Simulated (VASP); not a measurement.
Wanted: the native input for a VASP 6.6.1 run.

* Task: single point
* Functional: r2SCAN
* Potentials or basis: VASP PAW PBE potentials, release 64 (Al, Cu)
* Cutoff: 520 eV
* k mesh: 2 × 2 × 2, shifted
* Occupations: gaussian, width 0.1 eV
* Spin: no spin polarisation
* Dipole correction: no
* Further INCAR settings: LREAL = Auto; ALGO = Normal; EDIFF = 1e-06; NBANDS = 80; ISYM = 0

The system is Al13Cu8.

```xyz
21
Lattice="4.0127 -4.0128 5.4833 -3.9044 -4.0569 -5.5910 4.0639 3.9045 -5.5961" Properties=species:S:1:pos:R:3 pbc="T T T"
Al    6.0838   -0.1001   -1.4882
Al    4.1339   -2.0736    1.2742
Al    4.0792    1.9303   -4.2159
Al    2.0844   -0.0180   -1.4467
Al    4.1102   -2.0484   -4.2316
Al    2.1389   -0.0725   -7.0102
Al    0.0821   -2.0978   -1.4466
Al    2.0673   -0.1084   -4.2293
Al    2.0018   -4.0267    1.2767
Al    4.0341   -2.1257   -1.4766
Al    0.0728   -2.0861   -6.9867
Al    0.1856   -5.9869   -1.4830
Al    2.1342   -4.1597   -4.2460
Cu    6.1102   -2.0974   -0.1243
Cu    4.0469   -4.0420    2.6918
Cu    4.0793   -0.0641   -2.8416
Cu    2.0603   -1.8994    0.0491
Cu    4.2378   -4.1071   -2.9788
Cu    2.1408   -6.2514    0.0930
Cu    2.1528   -2.1283   -5.6702
Cu   -0.0919   -4.0332   -3.0604
```

The input as run:

POSCAR

```
Al13Cu8
1.0
    4.0127012521     -4.0128317418      5.4832915726
   -3.9043709563     -4.0568766163     -5.5910419360
    4.0638874449      3.9045014460     -5.5960918379
Al Cu
13 8
Direct
    0.7507396150      0.1254148168      0.8762367907
    0.7632491034      0.1309189774      0.3893626184
    0.2480711132      0.1212459766      0.8753053276
    0.2520328544      0.1231826790      0.3823946309
    0.7385054570      0.6110610940      0.8692784172
    0.2463878745      0.6179435367      0.8767240067
    0.2617072159      0.3842891896      0.1309849044
    0.2515138488      0.3785212676      0.6240252348
    0.7415705592      0.3766346396      0.1221935063
    0.7480376313      0.3790007257      0.6181689298
    0.2402705493      0.8690715846      0.6156366062
    0.7499826824      0.8647231384      0.1359265790
    0.7552028192      0.8772456181      0.6222717363
    1.0029348225      0.2508856286      0.7542721799
    0.9982351541      0.2484596235      0.2488662004
    0.4967415814      0.2455220723      0.7492024127
    0.4843309119      0.2230008973      0.2430031475
    1.0101990669      0.7535445662      0.7692786768
    1.0266650446      0.7532744262      0.2367555353
    0.5041334839      0.7527419381      0.7551523463
    0.4716991127      0.7640613085      0.2457058187
```

INCAR.step1

```
PREC = Accurate ; ENCUT = 520
ISMEAR = 0 ; SIGMA = 0.1
LREAL = Auto ; LASPH = T
NELM = 60 ; NBANDS = 80
ISYM = 0 ; GGA = PE
ALGO = Normal ; EDIFF = 1E-4
LWAVE = T ; LCHARG = F
```

INCAR.step2

```
PREC = Accurate ; ENCUT = 520
EDIFF = 1E-6 ; ISMEAR = 0
SIGMA = 0.1 ; LREAL = Auto
LASPH = T ; NELM = 60
ALGO = Normal ; ISIF = 2
LWAVE = F ; LCHARG = T
METAGGA = R2SCAN ; LMIXTAU = T
LELF = T ; LVHAR = T
NBANDS = 80 ; ISYM = 0
ISTART = 1
```

KPOINTS

```
Automatic mesh
0
Gamma
  2 2 2
  0.5 0.5 0.5
```

Potentials or basis: VASP PAW PBE potentials, release 64 (Al, Cu).

The run is started by

```sh
$ cat potpaw_PBE.64/Al/POTCAR potpaw_PBE.64/Cu/POTCAR > POTCAR
$ cp INCAR.step1 INCAR
$ mpirun -np 1 vasp_std > vasp.out
$ cp INCAR.step2 INCAR
$ mpirun -np 1 vasp_std > vasp.out
```

It gave:

```
Pressure               : -0.1 GPa
Largest force          : 0.035 eV/Å
Band gap on the k mesh : zero (an odd number of electrons rules out a gap without spin polarisation)
```

Caveat: the k points lie up to 0.49 Å⁻¹ apart, too coarse for converged energies and pressures of a metal; the PAW data sets were made with another functional, which shifts forces and pressure a little.

Run time: 8.7 min on 1 thread of Intel(R) Xeon(R) 6975P-C (Granite Rapids), on a shared host, peak memory 0.56 GiB.
